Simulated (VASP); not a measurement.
# MgF2 (P4_2/mnm) in VASP: single point with PBE

Aim: the single point of MgF2 with PBE.

Everything below comes from runs of VASP 6.6.1. Logs are shortened: lines on timing, memory, paths and dates and some standing lists are left out, and cuts for length are marked.

**1. The cell of the first run**

It takes space group P4_2/mnm (No. 136, tetragonal). The conventional cell has a = 4.698 Å, b = 4.698 Å, c = 3.093 Å, α = 90.00°, β = 90.00°, γ = 90.00°. Mg (site symmetry mmm) has 6 F at 2.02 Å within 2.7 Å. Within 2.7 Å of F (site symmetry m2m) lie 3 Mg at 2.02 Å and 1 F at 2.61 Å.

**2. Single point, PBE**

File INCAR:

```
ALGO = Normal ; EDIFF = 1E-6
ENCUT = 840 ; GGA = PE
GGA_COMPAT = F ; ISIF = 2
ISMEAR = 0 ; LASPH = T
LCHARG = F ; LREAL = F
LWAVE = F ; NBANDS = 33
NELM = 120 ; PREC = Accurate
SIGMA = 0.01
```

File KPOINTS:

```
k-points
0
Gamma
  4 4 6
```

File POSCAR:

```
MgF2
1.0
    4.6981861837      0.0000000000      0.0000000000
    0.0000000000      4.6981861837      0.0000000000
    0.0000000000      0.0000000000      3.0928310043
Mg F
2 4
Direct
    0.0000000000      0.0000000000      0.0000000000
    0.5000000000      0.5000000000      0.5000000000
    0.3035689366      0.3035689366      0.0000000000
    0.1964310634      0.8035689366      0.5000000000
    0.6964310634      0.6964310634      0.0000000000
    0.8035689366      0.1964310634      0.5000000000
```

Potentials or basis: VASP PAW PBE potentials, release 64 (Mg_sv, F).

Launch:

```console
$ cat potpaw_PBE.64/Mg_sv/POTCAR potpaw_PBE.64/F/POTCAR > POTCAR
$ mpirun -np 1 vasp_std > vasp.out
```

OUTCAR:

```text
EDIFF = 1E-6
   ENCUT = 840
   GGA = PE
   ISIF = 2
   ISMEAR = 0
   LASPH = T
   LREAL = F
   NELM = 120
   PREC = Accurate

 ion  position               nearest neighbor table
   1  0.000  0.000  0.000-   3 2.02   5 2.02   4 2.02   6 2.02   4 2.02   6 2.02
   2  0.500  0.500  0.500-   4 2.02   6 2.02   5 2.02   3 2.02   3 2.02   5 2.02
   3  0.304  0.304  0.000-   1 2.02   2 2.02   2 2.02
   4  0.196  0.804  0.500-   2 2.02   1 2.02   1 2.02
   5  0.696  0.696  0.000-   1 2.02   2 2.02   2 2.02
   6  0.804  0.196  0.500-   2 2.02   1 2.02   1 2.02

  LATTYP: Found a simple tetragonal cell.
 ALAT       =     4.6981861837
 C/A-ratio  =     0.6583032011

  Lattice vectors:

 A1 = (   4.6981861837,   0.0000000000,   0.0000000000)
 A2 = (   0.0000000000,   4.6981861837,   0.0000000000)
 A3 = (   0.0000000000,   0.0000000000,   3.0928310043)

Analysis of symmetry for initial positions (statically):
=====================================================================
 Subroutine PRICEL returns:
 Original cell was already a primitive cell.

 Routine SETGRP: Setting up the symmetry group for a
 simple tetragonal supercell.

 Subroutine GETGRP returns: Found 16 space group operations
 (whereof  8 operations were pure point group operations)
 out of a pool of 16 trial point group operations.

The static configuration has the point symmetry D_2h.
 The point group associated with its full space group is D_4h.

Analysis of symmetry for dynamics (positions and initial velocities):
=====================================================================
 Subroutine PRICEL returns:
 Original cell was already a primitive cell.

 Routine SETGRP: Setting up the symmetry group for a
 simple tetragonal supercell.

 Subroutine GETGRP returns: Found 16 space group operations
 (whereof  8 operations were pure point group operations)
 out of a pool of 16 trial point group operations.

The dynamic configuration has the point symmetry D_2h.
 The point group associated with its full space group is D_4h.

 Subroutine INISYM returns: Found 16 space group operations
 (whereof  8 operations are pure point group operations),
 and found     1 'primitive' translations

----------------------------------------------------------------------------------------

                                     Primitive cell

  volume of cell :      68.2679

  direct lattice vectors                    reciprocal lattice vectors
     4.698186184  0.000000000  0.000000000     0.212848099  0.000000000  0.000000000
     0.000000000  4.698186184  0.000000000     0.000000000  0.212848099  0.000000000
     0.000000000  0.000000000  3.092831004     0.000000000  0.000000000  0.323328368

  length of vectors
     4.698186184  4.698186184  3.092831004     0.212848099  0.212848099  0.323328368

  position of ions in fractional coordinates (direct lattice)
     0.000000000  0.000000000  0.000000000
     0.500000000  0.500000000  0.500000000
     0.303568937  0.303568937  0.000000000
     0.196431063  0.803568937  0.500000000
     0.696431063  0.696431063  0.000000000
     0.803568937  0.196431063  0.500000000

  ion indices of the primitive-cell ions
   primitive index   ion index
                 1           1
                 2           2
                 3           3
                 4           4
                 5           5
                 6           6

----------------------------------------------------------------------------------------

 KPOINTS: k-points

Automatic generation of k-mesh.
 Grid dimensions read from file:
 generate k-points for:    4    4    6

 Generating k-lattice:

  Cartesian coordinates                     Fractional coordinates (reciprocal lattice)
     0.053212025  0.000000000  0.000000000     0.250000000  0.000000000  0.000000000
     0.000000000  0.053212025  0.000000000     0.000000000  0.250000000  0.000000000
     0.000000000  0.000000000  0.053888061     0.000000000  0.000000000  0.166666667

  Length of vectors
     0.053212025  0.053212025  0.053888061

  Shift w.r.t. Gamma in fractional coordinates (k-lattice)
     0.000000000  0.000000000  0.000000000

 Subroutine IBZKPT returns following result:
 ===========================================

 Found     24 irreducible k-points:

 Following reciprocal coordinates:
            Coordinates               Weight
  0.000000  0.000000  0.000000      1.000000
  0.250000  0.000000  0.000000      4.000000
  0.500000  0.000000  0.000000      2.000000
  0.250000  0.250000  0.000000      4.000000
  0.500000  0.250000  0.000000      4.000000
  0.500000  0.500000  0.000000      1.000000
[... 16 lines left out ...]
  0.500000  0.250000  0.500000      4.000000
  0.500000  0.500000  0.500000      1.000000
   k-points           NKPTS =     24   k-points in BZ     NKDIM =     24   number of bands    NBANDS=     33
   number of dos      NEDOS =    301   number of ions     NIONS =      6
   total plane-waves  NPLWV =  69120
   dimension x,y,z NGX =    48 NGY =   48 NGZ =   30
   dimension x,y,z NGXF=    96 NGYF=   96 NGZF=   60
   ions per type =               2   4
   NGX,Y,Z   is equivalent  to a cutoff of  16.98, 16.98, 16.13 a.u.
   NGXF,Y,Z  is equivalent  to a cutoff of  33.97, 33.97, 32.25 a.u.
 SYSTEM =  unknown system
   PREC   = accura    normal or accurate (medium, high low for compatibility)
   ISTART =      0    job   : 0-new  1-cont  2-samecut
   ICHARG =      2    charge: 1-file 2-atom 10-const
   ISPIN  =      1    spin polarized calculation?
   LNONCOLLINEAR =      F non collinear calculations
   LSORBIT =      F    spin-orbit coupling
   LASPH  =      T    aspherical Exc in radial PAW
   ENCUT  =  840.0 eV  61.74 Ry    7.86 a.u.  11.10 11.10  7.31*2*pi/ulx,y,z
   NELM   =    120;   NELMIN=  2; NELMDL= -5     # of ELM steps
   EDIFF  = 0.1E-05   stopping-criterion for ELM
   LREAL  =      F    real-space projection
   EDIFFG = 0.1E-04   stopping-criterion for IOM
   NSW    =      0    number of steps for IOM
   IBRION =     -1    ionic relax: 0-MD 1-quasi-New 2-CG
   NFREE  =      0    steps in history (QN), initial steepest desc. (CG)
   ISIF   =      2    stress and relaxation
   ISYM   =      2    0-nonsym 1-usesym 2-fastsym
   POTIM  = 0.5000    time-step for ionic-motion
   TEBEG  =    0.0;   TEEND  =   0.0 temperature during run
   PSTRESS=    0.0 pullay stress
   NELECT =      48.0000    total number of electrons
   NUPDOWN=      -1.0000    fix difference up-down
   EMIN   =  10.00;   EMAX   =-10.00  energy-range for DOS
   EFERMI =   0.00;   METHOD = LEGACY
   ISMEAR =     0;   SIGMA  =   0.01  broadening in eV -4-tet -1-fermi 0-gaus
   EFERMI_NEDOS =   21; number of points for ismear=-14 and -15
   IALGO  =     38    algorithm
   IMIX   =      4    mixing-type and parameters
     AMIX     =   0.40;   BMIX     =  1.00
     AMIX_MAG =   1.60;   BMIX_MAG =  1.00
  volume/ion in A,a.u.               =      11.38        76.78
  Fermi-wavevector in a.u.,A,eV,Ry     =   1.455737  2.750945 28.833076  2.119171
  Thomas-Fermi vector in A             =   2.572737
   LORBIT       =      0    0 simple, 1 ext, 2 COOP (PROOUT), +10 PAW based schemes
   GGA     = PE    functional components
   LHFCALC =     F    Hartree Fock is set to
   AEXX    =    0.0000 exact exchange contribution
   IVDW    =     0    specifies the selected vdW correction
   LEPSILON=     F    determine dielectric tensor
   LRPA    =     F    only Hartree local field effects (RPA)
 non-spin polarized calculation
 Gauss-broadening in eV      SIGMA  =   0.01
  energy-cutoff  :      840.00
  volume of cell :       68.27
 maximum number of plane-waves:      3807
 NGX is ok and might be reduce to    48
   NGX = 23   NGY = 23   NGZ = 15

 number of electron      47.9999993 magnetization

 Free energy of the ion-electron system (eV)
  ---------------------------------------------------
  ext. energy  EPLUGINS =         0.00000000
  ---------------------------------------------------
  free energy    TOTEN  =       -31.49273695 eV

  energy without entropy =      -31.49273695  energy(sigma->0) =      -31.49273695

 E-fermi :  -1.4862     XC(G=0):  -9.6839

 val. band max:       -1.6289069439   @ k =   0.0000   0.0000   0.0000
 cond. band min:       5.1892045729   @ k =   0.0000   0.0000   0.0000
 fundamental gap:      6.8181115168
 Fermi energy:        -1.4862056087

 k-point     1 :       0.0000    0.0000    0.0000
  band No.  band energies     occupation
      1     -72.6171      2.00000
      2     -72.6162      2.00000
      3     -39.3951      2.00000
      4     -39.3951      2.00000
      5     -39.3714      2.00000
      6     -39.3714      2.00000
[... 25 lines left out ...]
     32      16.3323      0.00000
     33      16.3323      0.00000

 k-point     2 :       0.2500    0.0000    0.0000
  band No.  band energies     occupation
      1     -72.6169      2.00000
      2     -72.6162      2.00000
      3     -39.3942      2.00000
      4     -39.3941      2.00000
      5     -39.3724      2.00000
      6     -39.3724      2.00000
[... 25 lines left out ...]
     32      15.9072      0.00000
     33      16.5152      0.00000

 k-point     3 :       0.5000    0.0000    0.0000
  band No.  band energies     occupation
      1     -72.6166      2.00000
      2     -72.6166      2.00000
      3     -39.3931      2.00000
      4     -39.3931      2.00000
      5     -39.3736      2.00000
      6     -39.3736      2.00000
[... 25 lines left out ...]
     32      15.5452      0.00000
     33      16.4778      0.00000

 k-point     4 :       0.2500    0.2500    0.0000
  band No.  band energies     occupation
      1     -72.6168      2.00000
      2     -72.6163      2.00000
      3     -39.3954      2.00000
      4     -39.3931      2.00000
      5     -39.3736      2.00000
      6     -39.3712      2.00000
[... 25 lines left out ...]
     32      16.1984      0.00000
     33      16.4245      0.00000

 k-point     5 :       0.5000    0.2500    0.0000
  band No.  band energies     occupation
      1     -72.6166      2.00000
      2     -72.6166      2.00000
      3     -39.3945      2.00000
      4     -39.3945      2.00000
      5     -39.3723      2.00000
      6     -39.3723      2.00000
[... 604 lines left out ...]
 k-point    22 :       0.2500    0.2500    0.5000
  band No.  band energies     occupation
      1     -72.6147      2.00000
      2     -72.6147      2.00000
      3     -39.4044      2.00000
      4     -39.4035      2.00000
      5     -39.3847      2.00000
      6     -39.3845      2.00000
[... 25 lines left out ...]
     32      14.6746      0.00000
     33      14.8209      0.00000

 k-point    23 :       0.5000    0.2500    0.5000
  band No.  band energies     occupation
      1     -72.6148      2.00000
      2     -72.6148      2.00000
      3     -39.4039      2.00000
      4     -39.4039      2.00000
      5     -39.3846      2.00000
      6     -39.3846      2.00000
[... 25 lines left out ...]
     32      13.6235      0.00000
     33      15.5360      0.00000

 k-point    24 :       0.5000    0.5000    0.5000
  band No.  band energies     occupation
      1     -72.6147      2.00000
      2     -72.6147      2.00000
      3     -39.4033      2.00000
      4     -39.4033      2.00000
      5     -39.3847      2.00000
      6     -39.3847      2.00000
[... 25 lines left out ...]
     32      12.9881      0.00000
     33      16.1339      0.00000

------------------------ aborting loop because EDIFF is reached ----------------------------------------

  FORCE on cell =-STRESS in cart. coord.  units (eV):
  Direction    XX          YY          ZZ          XY          YZ          ZX
  --------------------------------------------------------------------------------------
  -------------------------------------------------------------------------------------
  Total       -0.0272201     -0.0272201      0.0436545     -0.0000000      0.0000000      0.0000000
  in kB       -0.6388287     -0.6388287      1.0245266     -0.0000000      0.0000000      0.0000000
  external PRESSURE =      -0.0843769 kB  Pullay stress =       0.0000000 kB

 VOLUME and BASIS-vectors are now :
 -----------------------------------------------------------------------------
  energy-cutoff  :      840.00
  volume of cell :       68.27
      direct lattice vectors                 reciprocal lattice vectors
     4.698186184  0.000000000  0.000000000     0.212848099  0.000000000  0.000000000
     0.000000000  4.698186184  0.000000000     0.000000000  0.212848099  0.000000000
     0.000000000  0.000000000  3.092831004     0.000000000  0.000000000  0.323328368

 POSITION                                       TOTAL-FORCE (eV/Angst)
 -----------------------------------------------------------------------------------
      0.00000      0.00000      0.00000        -0.000000      0.000000      0.000000
      2.34909      2.34909      1.54642        -0.000000      0.000000      0.000000
      1.42622      1.42622      0.00000        -0.006181     -0.006181      0.000000
      0.92287      3.77532      1.54642         0.006181     -0.006181      0.000000
      3.27196      3.27196      0.00000         0.006181      0.006181     -0.000000
      3.77532      0.92287      1.54642        -0.006181      0.006181     -0.000000
 -----------------------------------------------------------------------------------
    total drift:                                0.000000     -0.000000     -0.000000

  FREE ENERGIE OF THE ION-ELECTRON SYSTEM (eV)
  ---------------------------------------------------
  free  energy   TOTEN  =       -31.4927369518 eV

  energy  without entropy=      -31.4927369518  energy(sigma->0) =      -31.49273695
```

Wall time 64 s (1 thread of Intel Xeon Platinum 8259CL at 2.50GHz (Skylake/Cascade Lake), shared host); peak memory 0.29 GiB.

Results:

```
Free energy            : -31.4927 eV
Pressure               : 0.0 GPa
Largest force          : 0.009 eV/Å
Band gap on the k mesh : 6.82 eV
```

Forces in eV/Å, atoms in the order of the input:
```
Mg   0.000  0.000  0.000
Mg   0.000  0.000  0.000
F   -0.006 -0.006  0.000
F    0.006 -0.006  0.000
F    0.006  0.006  0.000
F   -0.006  0.006  0.000
```

Stress tensor (GPa, compression positive):
```
-0.06  0.00  0.00
 0.00 -0.06  0.00
 0.00  0.00  0.10
```
